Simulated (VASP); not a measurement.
# Se (P6/mmm) in VASP: a series of runs

Se is run at these levels: r2SCAN; tasks: single point.

All numbers are computed with VASP 6.6.1; they aren't measurements. Logs are shortened: lines on timing, memory, paths and dates and some standing lists are left out, and cuts for length are marked.

## Step 1: The cell of the first run

Symmetry: P6/mmm, No. 191, hexagonal system. Conventional cell: a = 6.535 Å, b = 6.535 Å, c = 2.382 Å, α = 90.00°, β = 90.00°, γ = 120.00°. Se (site symmetry 6/mmm) has 2 Se at 2.38 Å within 3.1 Å. Within 3.1 Å of Se (site symmetry -6m2) lie 2 Se at 2.38 Å.

This isn't the form of Se at room conditions, which is trigonal, of chains.

## Step 2: Single point, r2SCAN

Contents of POSCAR:

```
Se
1.0
    6.5352200428      0.0000000000      0.0000000000
   -3.2676100214      5.6596665764      0.0000000000
    0.0000000000      0.0000000000      2.3819907434
Se
3
Direct
    1.0000000000      0.0000000000      0.0000000000
    0.3333333333      0.6666666667      0.5000000000
    0.6666666667      0.3333333333      0.5000000000
```

Contents of INCAR.step1:

```
PREC = Accurate ; ENCUT = 520
ISMEAR = -1 ; SIGMA = 0.1
LREAL = False ; LASPH = True
NELM = 80 ; NBANDS = 16
GGA = PE ; ALGO = Normal
EDIFF = 1E-4 ; LWAVE = True
LCHARG = False
```

Contents of INCAR.step2:

```
PREC = Accurate ; ENCUT = 520
EDIFF = 1E-6 ; ISMEAR = -1
SIGMA = 0.1 ; LREAL = False
LASPH = True ; NELM = 80
ALGO = Normal ; ISIF = 2
LWAVE = False ; LCHARG = False
METAGGA = R2SCAN ; LMIXTAU = True
NBANDS = 16 ; ISTART = 1
```

Contents of KPOINTS:

```
regular mesh
0
Gamma
  7 7 10
```

Potentials or basis: VASP PAW PBE potentials, release 64 (Se).

The run is started by

```
cat potpaw_PBE.64/Se/POTCAR > POTCAR
cp INCAR.step1 INCAR
mpirun -np 1 vasp_std > vasp.out
cp INCAR.step2 INCAR
mpirun -np 1 vasp_std > vasp.out
```

OUTCAR:

```text
PREC = Accurate
   ENCUT = 520
   EDIFF = 1E-6
   ISMEAR = -1
   LREAL = False
   LASPH = True
   NELM = 80
   ISIF = 2
   METAGGA = R2SCAN
   ISTART = 1

 ion  position               nearest neighbor table
   1  0.000  0.000  0.000-
   2  0.333  0.667  0.500-
   3  0.667  0.333  0.500-

  LATTYP: Found a hexagonal cell.
 ALAT       =     6.5352200428
 C/A-ratio  =     0.3644851631

  Lattice vectors:

 A1 = (   6.5352200428,   0.0000000000,   0.0000000000)
 A2 = (  -3.2676100214,   5.6596665764,   0.0000000000)
 A3 = (   0.0000000000,   0.0000000000,   2.3819907434)

Analysis of symmetry for initial positions (statically):
=====================================================================
 Subroutine PRICEL returns:
 Original cell was already a primitive cell.

 Routine SETGRP: Setting up the symmetry group for a
 hexagonal supercell.

 Subroutine GETGRP returns: Found 24 space group operations
 (whereof 24 operations were pure point group operations)
 out of a pool of 24 trial point group operations.

The static configuration has the point symmetry D_6h.

Analysis of symmetry for dynamics (positions and initial velocities):
=====================================================================
 Subroutine PRICEL returns:
 Original cell was already a primitive cell.

 Routine SETGRP: Setting up the symmetry group for a
 hexagonal supercell.

 Subroutine GETGRP returns: Found 24 space group operations
 (whereof 24 operations were pure point group operations)
 out of a pool of 24 trial point group operations.

The dynamic configuration has the point symmetry D_6h.

 Subroutine INISYM returns: Found 24 space group operations
 (whereof 24 operations are pure point group operations),
 and found     1 'primitive' translations

----------------------------------------------------------------------------------------

                                     Primitive cell

  volume of cell :      88.1031

  direct lattice vectors                    reciprocal lattice vectors
     6.535220043  0.000000000  0.000000000     0.153017036  0.088344427  0.000000000
    -3.267610021  5.659666576  0.000000000     0.000000000  0.176688854  0.000000000
     0.000000000  0.000000000  2.381990743     0.000000000  0.000000000  0.419816913

  length of vectors
     6.535220043  6.535220043  2.381990743     0.176688854  0.176688854  0.419816913

  position of ions in fractional coordinates (direct lattice)
     0.000000000  0.000000000  0.000000000
     0.333333333  0.666666667  0.500000000
     0.666666667  0.333333333  0.500000000

  ion indices of the primitive-cell ions
   primitive index   ion index
                 1           1
                 2           2
                 3           3

----------------------------------------------------------------------------------------

 KPOINTS: regular mesh

Automatic generation of k-mesh.
 Grid dimensions read from file:
 generate k-points for:    7    7   10

 Generating k-lattice:

  Cartesian coordinates                     Fractional coordinates (reciprocal lattice)
     0.021859577  0.012620632  0.000000000     0.142857143  0.000000000  0.000000000
     0.000000000  0.025241265  0.000000000     0.000000000  0.142857143  0.000000000
     0.000000000  0.000000000  0.041981691     0.000000000  0.000000000  0.100000000

  Length of vectors
     0.025241265  0.025241265  0.041981691

  Shift w.r.t. Gamma in fractional coordinates (k-lattice)
     0.000000000  0.000000000  0.000000000

 Subroutine IBZKPT returns following result:
 ===========================================

 Found     48 irreducible k-points:

 Following reciprocal coordinates:
            Coordinates               Weight
  0.000000  0.000000  0.000000      1.000000
  0.142857 -0.000000  0.000000      6.000000
  0.285714 -0.000000  0.000000      6.000000
  0.428571 -0.000000  0.000000      6.000000
  0.142857  0.142857  0.000000      6.000000
  0.285714  0.142857  0.000000     12.000000
[... 16 lines left out ...]
  0.428571  0.142857  0.200000     12.000000
  0.285714  0.285714  0.200000     12.000000
 [... further k-points ...]
   k-points           NKPTS =     48   k-points in BZ     NKDIM =     48   number of bands    NBANDS=     16
   number of dos      NEDOS =    301   number of ions     NIONS =      3
   total plane-waves  NPLWV =  45000
   dimension x,y,z NGX =    50 NGY =   50 NGZ =   18
   dimension x,y,z NGXF=   100 NGYF=  100 NGZF=   36
   ions per type =               3
   NGX,Y,Z   is equivalent  to a cutoff of  12.72, 12.72, 12.56 a.u.
   NGXF,Y,Z  is equivalent  to a cutoff of  25.44, 25.44, 25.13 a.u.
 SYSTEM =  unknown system
   PREC   = accura    normal or accurate (medium, high low for compatibility)
   ISTART =      1    job   : 0-new  1-cont  2-samecut
   ICHARG =      0    charge: 1-file 2-atom 10-const
   ISPIN  =      1    spin polarized calculation?
   LNONCOLLINEAR =      F non collinear calculations
   LSORBIT =      F    spin-orbit coupling
   LASPH  =      T    aspherical Exc in radial PAW
   ENCUT  =  520.0 eV  38.22 Ry    6.18 a.u.  12.15 12.15  4.43*2*pi/ulx,y,z
   NELM   =     80;   NELMIN=  2; NELMDL=  0     # of ELM steps
   EDIFF  = 0.1E-05   stopping-criterion for ELM
   LREAL  =      F    real-space projection
   EDIFFG = 0.1E-04   stopping-criterion for IOM
   NSW    =      0    number of steps for IOM
   IBRION =     -1    ionic relax: 0-MD 1-quasi-New 2-CG
   NFREE  =      0    steps in history (QN), initial steepest desc. (CG)
   ISIF   =      2    stress and relaxation
   ISYM   =      2    0-nonsym 1-usesym 2-fastsym
   POTIM  = 0.5000    time-step for ionic-motion
   TEBEG  =    0.0;   TEEND  =   0.0 temperature during run
   PSTRESS=    0.0 pullay stress
   NELECT =      18.0000    total number of electrons
   NUPDOWN=      -1.0000    fix difference up-down
   EMIN   =  10.00;   EMAX   =-10.00  energy-range for DOS
   EFERMI =   0.00;   METHOD = LEGACY
   ISMEAR =    -1;   SIGMA  =   0.10  broadening in eV -4-tet -1-fermi 0-gaus
   EFERMI_NEDOS =   21; number of points for ismear=-14 and -15
   IALGO  =     38    algorithm
   IMIX   =      4    mixing-type and parameters
     AMIX     =   0.40;   BMIX     =  1.00
     AMIX_MAG =   1.60;   BMIX_MAG =  1.00
  volume/ion in A,a.u.               =      29.37       198.18
  Fermi-wavevector in a.u.,A,eV,Ry     =   0.964203  1.822080 12.649174  0.929688
  Thomas-Fermi vector in A             =   2.093815
   LORBIT       =      0    0 simple, 1 ext, 2 COOP (PROOUT), +10 PAW based schemes
   METAGGA = R2SCAN    functional components
   LHFCALC =     F    Hartree Fock is set to
   AEXX    =    0.0000 exact exchange contribution
   IVDW    =     0    specifies the selected vdW correction
   LEPSILON=     F    determine dielectric tensor
   LRPA    =     F    only Hartree local field effects (RPA)
 non-spin polarized calculation
  energy-cutoff  :      520.00
  volume of cell :       88.10
 maximum number of plane-waves:      2406
 NGX is ok and might be reduce to    50
   NGX = 25   NGY = 25   NGZ =  9

 number of electron      17.9999998 magnetization

 Free energy of the ion-electron system (eV)
  ---------------------------------------------------
  ext. energy  EPLUGINS =         0.00000000
  ---------------------------------------------------
  free energy    TOTEN  =       -41.29872543 eV

  energy without entropy =      -41.23775263  energy(sigma->0) =      -41.26823903

 E-fermi :   1.3748     XC(G=0):  -9.0011

 val. band max:        1.3488652299   @ k =   0.2857   0.2857   0.3000
 cond. band min:       1.4347804111   @ k =   0.1429  -0.0000   0.4000
 fundamental gap:      0.0859151812
 Fermi energy:         1.3748153408

 k-point     1 :       0.0000    0.0000    0.0000
  band No.  band energies     occupation
      1     -14.2548      2.00000
      2     -13.6935      2.00000
      3     -13.6592      2.00000
      4      -2.5351      2.00000
      5      -2.5351      2.00000
      6      -2.5206      2.00000
[... 8 lines left out ...]
     15      10.9463      0.00000
     16      11.0018      0.00000

 k-point     2 :       0.1429   -0.0000    0.0000
  band No.  band energies     occupation
      1     -14.2245      2.00000
      2     -13.7119      2.00000
      3     -13.6775      2.00000
      4      -2.8873      2.00000
      5      -2.8012      2.00000
      6      -2.0897      2.00000
[... 8 lines left out ...]
     15      10.6001      0.00000
     16      10.6289      0.00000

 k-point     3 :       0.2857   -0.0000    0.0000
  band No.  band energies     occupation
      1     -14.1396      2.00000
      2     -13.7736      2.00000
      3     -13.7154      2.00000
      4      -3.1405      2.00000
      5      -2.7810      2.00000
      6      -1.6134      2.00000
[... 8 lines left out ...]
     15      10.4442      0.00000
     16      10.5696      0.00000

 k-point     4 :       0.4286   -0.0000    0.0000
  band No.  band energies     occupation
      1     -14.0186      2.00000
      2     -13.8827      2.00000
      3     -13.7394      2.00000
      4      -3.2709      2.00000
      5      -2.4628      2.00000
      6      -1.8940      2.00000
[... 8 lines left out ...]
     15      10.4358      0.00000
     16      10.5149      0.00000
[... 324 lines left out ...]
 k-point    22 :       0.2857    0.1429    0.2000
  band No.  band energies     occupation
      1     -13.0011      2.00000
      2     -12.7587      2.00000
      3     -12.6952      2.00000
      4      -2.0902      2.00000
      5      -1.7622      2.00000
      6      -0.7039      2.00000
[... 8 lines left out ...]
     15       9.4679      0.00000
     16      10.9770      0.00000

 k-point    23 :       0.4286    0.1429    0.2000
  band No.  band energies     occupation
      1     -12.8912      2.00000
      2     -12.8598      2.00000
      3     -12.7100      2.00000
      4      -2.1457      2.00000
      5      -1.3302      2.00000
      6      -1.3244      2.00000
[... 8 lines left out ...]
     15       9.2797      0.00000
     16      11.4264      0.00000

 k-point    24 :       0.2857    0.2857    0.2000
  band No.  band energies     occupation
      1     -12.8983      2.00000
      2     -12.7959      2.00000
      3     -12.7686      2.00000
      4      -1.8104      2.00000
      5      -1.8066      2.00000
      6      -1.3080      2.00000
[... 8 lines left out ...]
     15       8.8246      0.00000
     16      11.9908      0.00000

 [... further k-points ...]

------------------------ aborting loop because EDIFF is reached ----------------------------------------

  FORCE on cell =-STRESS in cart. coord.  units (eV):
  Direction    XX          YY          ZZ          XY          YZ          ZX
  --------------------------------------------------------------------------------------
  -------------------------------------------------------------------------------------
  Total       -0.0067163     -0.0067163     -0.0995194      0.0000000      0.0000000      0.0000000
  in kB       -0.1221377     -0.1221377     -1.8097854      0.0000000      0.0000000      0.0000000
  external PRESSURE =      -0.6846869 kB  Pullay stress =       0.0000000 kB

 VOLUME and BASIS-vectors are now :
 -----------------------------------------------------------------------------
  energy-cutoff  :      520.00
  volume of cell :       88.10
      direct lattice vectors                 reciprocal lattice vectors
     6.535220043  0.000000000  0.000000000     0.153017036  0.088344427  0.000000000
    -3.267610021  5.659666576  0.000000000     0.000000000  0.176688854  0.000000000
     0.000000000  0.000000000  2.381990743     0.000000000  0.000000000  0.419816913

 POSITION                                       TOTAL-FORCE (eV/Angst)
 -----------------------------------------------------------------------------------
      0.00000      0.00000      0.00000         0.000000      0.000000      0.000000
     -0.00000      3.77311      1.19100        -0.000000     -0.000000     -0.000000
      3.26761      1.88656      1.19100        -0.000000      0.000000      0.000000
 -----------------------------------------------------------------------------------
    total drift:                                0.000000      0.000000      0.000000

  FREE ENERGIE OF THE ION-ELECTRON SYSTEM (eV)
  ---------------------------------------------------
  free  energy   TOTEN  =       -41.2987254263 eV

  energy  without entropy=      -41.2377526251  energy(sigma->0) =      -41.26823903
```

Run time: 2.4 min. Hardware: 1 thread of Intel Xeon Platinum 8488C (Sapphire Rapids), shared host; peak memory 0.23 GiB.

What came out:

| Quantity | Value |
| --- | --- |
| Free energy | -41.2987 eV |
| Pressure | -0.1 GPa |
| Band gap on the k mesh | zero (bands 9 and 10 overlap by 2.13 eV) |

Levels at points of the mesh, in eV from the Fermi level:
| k point | band 6 | band 7 | band 8 | band 9 | band 10 | band 11 | band 12 | band 13 |
| --- | --- | --- | --- | --- | --- | --- | --- | --- |
| (0.00, 0.00, 0.00) | -3.90 | -3.90 | -1.61 | -1.61 | 4.97 | 8.93 | 9.23 | 9.26 |
| (0.00, 0.00, 0.50) | -6.46 | 0.41 | 0.41 | 0.85 | 0.85 | 1.45 | 1.45 | 6.87 |

Caveat: the PAW data sets were made with another functional, which shifts forces and pressure a little.

## Step 3: Single point, r2SCAN (25.84 Å³/atom)

This run uses another cell than the first one, of 25.84 Å³/atom.

Contents of POSCAR:

```
Se
1.0
    6.2625966166      0.0000000000      0.0000000000
   -3.1312983083      5.4235677637      0.0000000000
    0.0000000000      0.0000000000      2.2826235495
Se
3
Direct
    1.0000000000      0.0000000000      0.0000000000
    0.3333333333      0.6666666667      0.5000000000
    0.6666666667      0.3333333333      0.5000000000
```

Contents of INCAR.step1:

```
SYSTEM = Se
PREC = Accurate
ENCUT = 520
ISMEAR = -1
SIGMA = 0.1
LREAL = .FALSE.
LASPH = .TRUE.
NELM = 100
NBANDS = 16
GGA = PE
ALGO = Normal
EDIFF = 1E-4
LWAVE = .TRUE.
LCHARG = .FALSE.
```

Contents of INCAR.step2:

```
SYSTEM = Se
PREC = Accurate
ENCUT = 520
EDIFF = 1E-6
ISMEAR = -1
SIGMA = 0.1
LREAL = .FALSE.
LASPH = .TRUE.
NELM = 100
ALGO = Normal
ISIF = 2
LWAVE = .FALSE.
LCHARG = .FALSE.
METAGGA = R2SCAN
LMIXTAU = .TRUE.
NBANDS = 16
ISTART = 1
```

Contents of KPOINTS:

```
regular mesh
0
G
  7 7 15
  0 0 0
```

Potentials or basis: VASP PAW PBE potentials, release 64 (Se).

The run is started by

```
cat potpaw_PBE.64/Se/POTCAR > POTCAR
cp INCAR.step1 INCAR
mpirun -np 1 vasp_std > vasp.out
cp INCAR.step2 INCAR
mpirun -np 1 vasp_std > vasp.out
```

Wall time 2.3 min (1 thread of Intel Xeon Platinum 8488C (Sapphire Rapids), shared host); peak memory 0.23 GiB.

Results (log left out):

- Free energy: -40.8073 eV
- Pressure: 7.2 GPa
- Band gap on the k mesh: zero (bands 9 and 10 overlap by 2.53 eV)

Stress tensor (GPa, compression positive):
```
 1.61  0.00  0.00
 0.00  1.61  0.00
 0.00  0.00 18.35
```

Levels at points of the mesh, in eV from the Fermi level:
```tsv
k point	band 7	band 8	band 9	band 10	band 11	band 12
(0.00, 0.00, 0.00)	-4.73	-1.93	-1.93	4.77	9.41	9.41
```

Caveat: the stress differs along the axes, from 2 to 18 GPa; the PAW data sets were made with another functional, which shifts forces and pressure a little.

The gap in the log of VASP goes by the Fermi energy; the results here count the filled bands.